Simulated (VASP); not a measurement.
Set up this calculation in VASP 6.6.1, as the native input.

* Task: single point
* Functional: revPBE
* Potentials or basis: VASP PAW PBE potentials, release 64 (B)
* Cutoff: 520 eV
* k mesh: 1 × 1 × 1
* Occupations: fermi-dirac, width 0.01 eV
* Spin: collinear spin, ferromagnetic start
* Starting moments: [1.0] μB
* Dipole correction: no
* Further INCAR settings: ALGO = Normal; EDIFF = 1e-06; NBANDS = 12; ISYM = 0

The structure of B lies in POSCAR:

```
B
1.0
   14.0000000000      0.0000000000      0.0000000000
    0.0000000000     14.4000000000      0.0000000000
    0.0000000000      0.0000000000     14.8000000000
B
1
Direct
    0.5000000000      0.5000000000      0.5000000000
```

One way to write it, as run:

INCAR

```
PREC = Accurate
ENCUT = 520
EDIFF = 1E-6
ISMEAR = -1
SIGMA = 0.01
LREAL = False
LASPH = True
NELM = 150
ALGO = Normal
ISIF = 2
LWAVE = False
LCHARG = True
ISPIN = 2
MAGMOM = 1
LORBIT = 11
GGA = RE
LELF = True
LVHAR = True
NBANDS = 12
ISYM = 0
```

KPOINTS

```
Automatic mesh
0
Gamma
  1 1 1
```

Potentials or basis: VASP PAW PBE potentials, release 64 (B).

The run is started by

```bash
$ cat potpaw_PBE.64/B/POTCAR > POTCAR
$ mpirun -np 1 vasp_gam > vasp.out
```

Results of the run:

```json
{
  "Pressure": "0.0 GPa",
  "Band gap on the k mesh": "zero (filled and empty bands touch)",
  "Net moment": "1.00 μB per cell",
  "Site moments": "B +0.42 μB",
  "Valence electrons inside the program's atomic spheres": "B 1.35"
}
```

Caveat: the PAW data sets were made with another functional, which shifts forces and pressure a little.

Wall time 8.1 min on 1 thread of AMD EPYC 7R13, on a shared host, peak memory 2.6 GiB.
